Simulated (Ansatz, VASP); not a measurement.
**Two plane-wave programs on Pd**

```
Pd
1.0
     0.00000    1.94500    1.94500
     1.94500    0.00000    1.94500
     1.94500    1.94500    0.00000
Pd
1
Direct
  0.00000 0.00000 0.00000
```

Alike in both runs: task relaxation of cell and atoms; functional PBEsol; k mesh 24 × 24 × 24; no spin polarisation.

|  | VASP | Ansatz |
| --- | --- | --- |
| version | VASP 6.6.1 | Ansatz 0.2.0 |
| potentials or method | VASP PAW PBE potentials, release 64 (Pd) | plane-wave PAW, scalar-relativistic |
| plane-wave cutoff (eV) | 600 | 420 |
| occupations | methfessel-paxton of order 1, width 0.1 eV | cold, width 0.1 eV |
| valence electrons in the cell | 10 | 18 |

Ansatz gave:

- relaxed volume (Å³/atom): 14.54
- relaxed cell length with the largest relative difference (Å): 2.740

Which values does VASP return?

Relaxed volume (Å³/atom): 14.52; relaxed cell length with the largest relative difference (Å): 2.738.

VASP's potentials were made for PBE, not for PBEsol, and Ansatz warns of the same on its side. VASP's potentials hold 10 valence electrons a cell and Ansatz's 18, so a difference there can come from the potentials and not from the codes.
